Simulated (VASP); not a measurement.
# Ge (Cmmm) in VASP: a series of runs

Runs on Ge. Level: PBEsol. Tasks: single point.

Program: VASP 6.6.1. These are calculated values, not measurements. Logs are shortened: lines on timing, memory, paths and dates and some standing lists are left out, and cuts for length are marked.

## 1. The cell of the first run

The structure is orthorhombic, space group Cmmm (No. 65). Conventional cell: a = 2.678 Å, b = 4.984 Å, c = 2.586 Å, α = 90.00°, β = 90.00°, γ = 90.00°. Ge (site symmetry mmm) has 8 Ge at 2.59 to 2.83 Å within 3.4 Å.

## 2. Single point, PBEsol

Contents of INCAR:

```
PREC = Accurate ; ENCUT = 520
EDIFF = 1E-7 ; ISMEAR = -1
SIGMA = 0.15 ; LREAL = False
LASPH = True ; NELM = 100
ALGO = Normal ; ISIF = 2
LWAVE = False ; LCHARG = True
GGA = PS ; LELF = True
LVHAR = True ; NBANDS = 13
```

Contents of KPOINTS:

```
Automatic mesh
0
Gamma
  12 12 11
```

Contents of POSCAR:

```
Ge
1.0
    1.3388664507     -2.4920366333      0.0000000000
    1.3388664507      2.4920366333      0.0000000000
    0.0000000000      0.0000000000      2.5856705602
Ge
1
Direct
    0.5000000000      0.5000000000      0.0000000000
```

Potentials or basis: VASP PAW PBE potentials, release 64 (Ge_d).

Command:

```
> cat potpaw_PBE.64/Ge_d/POTCAR > POTCAR
> mpirun -np 1 vasp_std > vasp.out
```

OUTCAR:

```text
PREC = Accurate
   ENCUT = 520
   EDIFF = 1E-7
   ISMEAR = -1
   LREAL = False
   LASPH = True
   NELM = 100
   ISIF = 2
   GGA = PS

 ion  position               nearest neighbor table
   1  0.500  0.500  0.000-

  LATTYP: Found a base centered orthorhombic cell.
 ALAT       =     2.6777329014
 B/A-ratio  =     1.8613033675
 C/A-ratio  =     0.9656192964

  Lattice vectors:

 A1 = (   1.3388664507,  -2.4920366333,   0.0000000000)
 A2 = (   1.3388664507,   2.4920366333,   0.0000000000)
 A3 = (   0.0000000000,   0.0000000000,   2.5856705602)

Analysis of symmetry for initial positions (statically):
=====================================================================
 Subroutine PRICEL returns:
 Original cell was already a primitive cell.

 Routine SETGRP: Setting up the symmetry group for a
 base centered orthorhombic supercell.

 Subroutine GETGRP returns: Found  8 space group operations
 (whereof  8 operations were pure point group operations)
 out of a pool of  8 trial point group operations.

The static configuration has the point symmetry D_2h.

Analysis of symmetry for dynamics (positions and initial velocities):
=====================================================================
 Subroutine PRICEL returns:
 Original cell was already a primitive cell.

 Routine SETGRP: Setting up the symmetry group for a
 base centered orthorhombic supercell.

 Subroutine GETGRP returns: Found  8 space group operations
 (whereof  8 operations were pure point group operations)
 out of a pool of  8 trial point group operations.

The dynamic configuration has the point symmetry D_2h.

 Subroutine INISYM returns: Found  8 space group operations
 (whereof  8 operations are pure point group operations),
 and found     1 'primitive' translations

----------------------------------------------------------------------------------------

                                     Primitive cell

  volume of cell :      17.2542

  direct lattice vectors                    reciprocal lattice vectors
     1.338866451 -2.492036633  0.000000000     0.373450242 -0.200639105  0.000000000
     1.338866451  2.492036633  0.000000000     0.373450242  0.200639105  0.000000000
     0.000000000  0.000000000  2.585670560     0.000000000  0.000000000  0.386746872

  length of vectors
     2.828923816  2.828923816  2.585670560     0.423935294  0.423935294  0.386746872

  position of ions in fractional coordinates (direct lattice)
     0.500000000  0.500000000  0.000000000

  ion indices of the primitive-cell ions
   primitive index   ion index
                 1           1

----------------------------------------------------------------------------------------

 KPOINTS: Automatic mesh

Automatic generation of k-mesh.
 Grid dimensions read from file:
 generate k-points for:   12   12   11

 Generating k-lattice:

  Cartesian coordinates                     Fractional coordinates (reciprocal lattice)
     0.031120853 -0.016719925  0.000000000     0.083333333 -0.000000000  0.000000000
     0.031120853  0.016719925  0.000000000    -0.000000000  0.083333333  0.000000000
     0.000000000  0.000000000  0.035158807     0.000000000  0.000000000  0.090909091

  Length of vectors
     0.035327941  0.035327941  0.035158807

  Shift w.r.t. Gamma in fractional coordinates (k-lattice)
     0.000000000  0.000000000  0.000000000

 Subroutine IBZKPT returns following result:
 ===========================================

 Found    258 irreducible k-points:

 Following reciprocal coordinates:
            Coordinates               Weight
  0.000000  0.000000  0.000000      1.000000
  0.083333  0.000000  0.000000      4.000000
  0.166667 -0.000000  0.000000      4.000000
  0.250000  0.000000  0.000000      4.000000
  0.333333 -0.000000  0.000000      4.000000
  0.416667 -0.000000  0.000000      4.000000
[... 16 lines left out ...]
  0.500000  0.166667  0.000000      4.000000
 -0.416667  0.166667  0.000000      4.000000
 [... further k-points ...]
   k-points           NKPTS =    258   k-points in BZ     NKDIM =    258   number of bands    NBANDS=     13
   number of dos      NEDOS =    301   number of ions     NIONS =      1
   total plane-waves  NPLWV =  11520
   dimension x,y,z NGX =    24 NGY =   24 NGZ =   20
   dimension x,y,z NGXF=    48 NGYF=   48 NGZF=   40
   ions per type =               1
   NGX,Y,Z   is equivalent  to a cutoff of  14.10, 14.10, 12.86 a.u.
   NGXF,Y,Z  is equivalent  to a cutoff of  28.21, 28.21, 25.72 a.u.
 SYSTEM =  unknown system
   PREC   = accura    normal or accurate (medium, high low for compatibility)
   ISTART =      0    job   : 0-new  1-cont  2-samecut
   ICHARG =      2    charge: 1-file 2-atom 10-const
   ISPIN  =      1    spin polarized calculation?
   LNONCOLLINEAR =      F non collinear calculations
   LSORBIT =      F    spin-orbit coupling
   LASPH  =      T    aspherical Exc in radial PAW
   ENCUT  =  520.0 eV  38.22 Ry    6.18 a.u.   5.26  5.26  4.81*2*pi/ulx,y,z
   NELM   =    100;   NELMIN=  2; NELMDL= -5     # of ELM steps
   EDIFF  = 0.1E-06   stopping-criterion for ELM
   LREAL  =      F    real-space projection
   EDIFFG = 0.1E-05   stopping-criterion for IOM
   NSW    =      0    number of steps for IOM
   IBRION =     -1    ionic relax: 0-MD 1-quasi-New 2-CG
   NFREE  =      0    steps in history (QN), initial steepest desc. (CG)
   ISIF   =      2    stress and relaxation
   ISYM   =      2    0-nonsym 1-usesym 2-fastsym
   POTIM  = 0.5000    time-step for ionic-motion
   TEBEG  =    0.0;   TEEND  =   0.0 temperature during run
   PSTRESS=    0.0 pullay stress
   NELECT =      14.0000    total number of electrons
   NUPDOWN=      -1.0000    fix difference up-down
   EMIN   =  10.00;   EMAX   =-10.00  energy-range for DOS
   EFERMI =   0.00;   METHOD = LEGACY
   ISMEAR =    -1;   SIGMA  =   0.15  broadening in eV -4-tet -1-fermi 0-gaus
   EFERMI_NEDOS =   21; number of points for ismear=-14 and -15
   IALGO  =     38    algorithm
   IMIX   =      4    mixing-type and parameters
     AMIX     =   0.40;   BMIX     =  1.00
     AMIX_MAG =   1.60;   BMIX_MAG =  1.00
  volume/ion in A,a.u.               =      17.25       116.44
  Fermi-wavevector in a.u.,A,eV,Ry     =   1.526930  2.885480 31.722204  2.331516
  Thomas-Fermi vector in A             =   2.634896
   LORBIT       =      0    0 simple, 1 ext, 2 COOP (PROOUT), +10 PAW based schemes
   GGA     = PS    functional components
   LHFCALC =     F    Hartree Fock is set to
   AEXX    =    0.0000 exact exchange contribution
   IVDW    =     0    specifies the selected vdW correction
   LEPSILON=     F    determine dielectric tensor
   LRPA    =     F    only Hartree local field effects (RPA)
 non-spin polarized calculation
  energy-cutoff  :      520.00
  volume of cell :       17.25
 maximum number of plane-waves:       479
 NGX is ok and might be reduce to    24
   NGX = 11   NGY = 11   NGZ =  9

 number of electron      14.0000014 magnetization

 Free energy of the ion-electron system (eV)
  ---------------------------------------------------
  ext. energy  EPLUGINS =         0.00000000
  ---------------------------------------------------
  free energy    TOTEN  =        -4.73816588 eV

  energy without entropy =       -4.70872961  energy(sigma->0) =       -4.72344774

 E-fermi :   7.5273     XC(G=0): -11.8372

 val. band max:        7.5233571480   @ k =  -0.2500   0.2500   0.0000
 cond. band min:       7.6398569310   @ k =   0.4167   0.2500   0.3636
 fundamental gap:      0.1164997830
 Fermi energy:         7.5273238950

 k-point     1 :       0.0000    0.0000    0.0000
  band No.  band energies     occupation
      1     -17.2988      2.00000
      2     -17.1972      2.00000
      3     -17.1244      2.00000
      4     -16.9821      2.00000
      5     -16.9612      2.00000
      6      -6.4819      2.00000
      7      14.8588      0.00000
      8      15.5600      0.00000
      9      17.2988      0.00000
     10      18.2296      0.00000
     11      20.8327      0.00000
     12      23.4069      0.00000
     13      23.5396      0.00000

 k-point     2 :       0.0833    0.0000    0.0000
  band No.  band energies     occupation
      1     -17.2916      2.00000
      2     -17.1870      2.00000
      3     -17.1259      2.00000
      4     -16.9838      2.00000
      5     -16.9662      2.00000
      6      -6.2952      2.00000
      7      14.7261      0.00000
      8      15.0470      0.00000
      9      15.6280      0.00000
     10      18.7160      0.00000
     11      20.5471      0.00000
     12      22.1083      0.00000
     13      25.1246      0.00000

 k-point     3 :       0.1667   -0.0000    0.0000
  band No.  band energies     occupation
      1     -17.2744      2.00000
      2     -17.1664      2.00000
      3     -17.1203      2.00000
      4     -16.9900      2.00000
      5     -16.9778      2.00000
      6      -5.7344      2.00000
      7      12.0219      0.00000
      8      14.0017      0.00000
      9      15.6032      0.00000
     10      18.2052      0.00000
     11      19.9873      0.00000
     12      24.0284      0.00000
     13      27.5454      0.00000
[... 305 lines left out ...]
 k-point    23 :       0.5000    0.1667    0.0000
  band No.  band energies     occupation
      1     -17.2279      2.00000
      2     -17.1432      2.00000
      3     -17.0313      2.00000
      4     -17.0310      2.00000
      5     -17.0029      2.00000
      6      -1.6105      2.00000
      7       3.8312      2.00000
      8       7.3470      1.53786
      9      19.0933      0.00000
     10      20.6006      0.00000
     11      23.7261      0.00000
     12      26.9416      0.00000
     13      27.9970      0.00000

 k-point    24 :      -0.4167    0.1667    0.0000
  band No.  band energies     occupation
      1     -17.2327      2.00000
      2     -17.1610      2.00000
      3     -17.0495      2.00000
      4     -17.0221      2.00000
      5     -16.9943      2.00000
      6      -3.1670      2.00000
      7       6.2317      1.99965
      8       8.0494      0.05974
      9      17.9201      0.00000
     10      21.0644      0.00000
     11      22.5046      0.00000
     12      27.9677      0.00000
     13      28.8563      0.00000

 [... further k-points ...]

------------------------ aborting loop because EDIFF is reached ----------------------------------------

  FORCE on cell =-STRESS in cart. coord.  units (eV):
  Direction    XX          YY          ZZ          XY          YZ          ZX
  --------------------------------------------------------------------------------------
  -------------------------------------------------------------------------------------
  Total        0.8678255      0.2651008      0.7836617      0.0000000      0.0000000      0.0000000
  in kB       80.5838723     24.6165221     72.7686516      0.0000000      0.0000000      0.0000000
  external PRESSURE =      59.3230154 kB  Pullay stress =       0.0000000 kB

 VOLUME and BASIS-vectors are now :
 -----------------------------------------------------------------------------
  energy-cutoff  :      520.00
  volume of cell :       17.25
      direct lattice vectors                 reciprocal lattice vectors
     1.338866451 -2.492036633  0.000000000     0.373450242 -0.200639105  0.000000000
     1.338866451  2.492036633  0.000000000     0.373450242  0.200639105  0.000000000
     0.000000000  0.000000000  2.585670560     0.000000000  0.000000000  0.386746872

 POSITION                                       TOTAL-FORCE (eV/Angst)
 -----------------------------------------------------------------------------------
      1.33887      0.00000      0.00000        -0.000000     -0.000000      0.000000
 -----------------------------------------------------------------------------------
    total drift:                               -0.000000     -0.000000     -0.000000

  FREE ENERGIE OF THE ION-ELECTRON SYSTEM (eV)
  ---------------------------------------------------
  free  energy   TOTEN  =        -4.7381658761 eV

  energy  without entropy=       -4.7087296072  energy(sigma->0) =       -4.72344774
```

Wall time 49 s (1 thread of Intel Xeon Platinum 8175M at 2.50GHz (Skylake/Cascade Lake), shared host); peak memory 0.17 GiB.

What came out:

```yaml
Free_energy: -4.7382 eV
Pressure: 5.9 GPa
Band_gap_on_the_k_mesh: zero (band 7 reaches 14.86 eV, above the bottom of band 8 at 3.76 eV)
```

Stress tensor (GPa, compression positive):
```
8.06 0.00 0.00
0.00 2.46 0.00
0.00 0.00 7.28
```

Caveat: the PAW data sets were made with another functional, which shifts forces and pressure a little.

## 3. Single point, PBEsol

This run uses another cell than the first one, of 18.04 Å³/atom, 1.045 times its volume.

Contents of INCAR:

```
SYSTEM = Ge
  PREC = Accurate
  ENCUT = 520
  EDIFF = 1E-7
  ISMEAR = -1
  SIGMA = 0.15
  LREAL = .False.
  LASPH = .True.
  NELM = 80
  ALGO = Normal
  ISIF = 2
  LWAVE = .False.
  LCHARG = .False.
  GGA = PS
  NBANDS = 13
```

Contents of KPOINTS:

```
regular mesh
0
Gamma
  12 12 11
  0 0 0
```

Contents of POSCAR:

```
Ge
1.0
    1.3588524786     -2.5292366944      0.0000000000
    1.3588524786      2.5292366944      0.0000000000
    0.0000000000      0.0000000000      2.6242683486
Ge
1
Direct
    0.5000000000      0.5000000000      0.0000000000
```

Potentials or basis: VASP PAW PBE potentials, release 64 (Ge_d).

Command:

```
> cat potpaw_PBE.64/Ge_d/POTCAR > POTCAR
> mpirun -np 1 vasp_std > vasp.out
```

Wall time 42 s (1 thread of Intel Xeon Platinum 8175M at 2.50GHz (Skylake/Cascade Lake), shared host); peak memory 0.17 GiB.

Results (log left out):

- Free energy: -4.7577 eV
- Pressure: 1.7 GPa
- Band gap on the k mesh: zero (band 7 reaches 14.09 eV, above the bottom of band 8 at 3.44 eV)

Stress tensor (GPa, compression positive):
```
 3.42  0.00  0.00
 0.00 -1.20  0.00
 0.00  0.00  2.94
```

Levels at points of the mesh, in eV from the Fermi level:
```csv
k point,band 5,band 6,band 7,band 8,band 9,band 10
"(0.00, 0.00, 0.00)",-24.47,-13.60,7.08,7.70,9.36,10.51
"(0.50, 0.00, 0.00)",-24.49,-7.99,-5.84,3.62,7.67,11.44
"(0.50, 0.50, 0.00)",-24.48,-8.93,-6.08,5.54,9.46,10.70
```

Caveat: the PAW data sets were made with another functional, which shifts forces and pressure a little.
